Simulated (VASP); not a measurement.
The system is N.

```xyz
4
Lattice="4.1672 0.0000 0.0000 -2.0836 3.6089 0.0000 0.0000 0.0000 7.0060" Properties=species:S:1:pos:R:3 pbc="T T T"
N     2.0836    1.2030    4.7015
N     2.0836    1.2030    5.8075
N     0.0000    2.4060    1.1985
N     0.0000    2.4060    2.3045
```

Program: VASP 6.6.1. Alike in all runs: task single point; no spin polarisation; cell as given; k mesh 4 × 4 × 2; smearing fermi-dirac 0.05 eV.

Problem. Order these runs on this cell by their band gap on the k mesh, lowest first.
A. level PBE-based screened hybrid with 15 % exact exchange; potentials or basis VASP PAW PBE potentials, release 64 (N_h); cutoff (eV) 1000; grid for exact exchange (PRECFOCK) Normal; share of exact exchange 0.15; screening parameter 0.2 1/Å
B. level PBE0; potentials or basis VASP PAW PBE potentials, release 64 (N); cutoff (eV) 520; grid for exact exchange (PRECFOCK) Normal; share of exact exchange 0.25
C. level LDA; potentials or basis VASP PAW LDA potentials, release 64 (N); cutoff (eV) 520
D. level r2SCAN; potentials or basis VASP PAW PBE potentials, release 64 (N); cutoff (eV) 520
E. level HSE06; potentials or basis VASP PAW PBE potentials, release 64 (N); cutoff (eV) 520; grid for exact exchange (PRECFOCK) Normal; share of exact exchange 0.25; screening parameter 0.2079 1/Å

Solution. C (6.94 eV), D (7.80 eV), A (8.56 eV), E (9.41 eV), B (10.22 eV).

Caveats: all runs use coarse meshes; the standard files for N, O and F lose accuracy on very short bonds (at least some runs).

A k mesh can miss the band edges.
